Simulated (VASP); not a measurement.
CdS5, 12 atoms in the cell. The typed cell holds 12 atoms: a = 4.715 Å, b = 4.812 Å, c = 16.944 Å, α = 95.20°, β = 95.87°, γ = 90.00°. 

```yaml
Program: VASP 6.6.1
Task: single point
Functional: PBE
Potentials_or_basis: VASP PAW PBE potentials, release 64 (Cd, S)
Cutoff: 520 eV
k_mesh: 6 × 6 × 2
Occupations: gaussian, width 0.02 eV
Spin: no spin polarisation
Dipole_correction: no
Further_INCAR_settings: ALGO = Normal; EDIFF = 1e-06; NBANDS = 54
```

Potentials or basis: VASP PAW PBE potentials, release 64 (Cd, S).

Run with:

```bash
$ cat potpaw_PBE.64/Cd/POTCAR potpaw_PBE.64/S/POTCAR > POTCAR
$ mpirun -np 1 vasp_std > vasp.out
```

Hardware: 1 thread of Oxide Virtual Turin-like Processor, on a shared host.

Problem. Estimate the wall time of this run.

Solution. Wall time 24 min on 1 thread of Oxide Virtual Turin-like Processor, on a shared host, peak memory 0.73 GiB. Counts: scf iterations 16, k points 40.
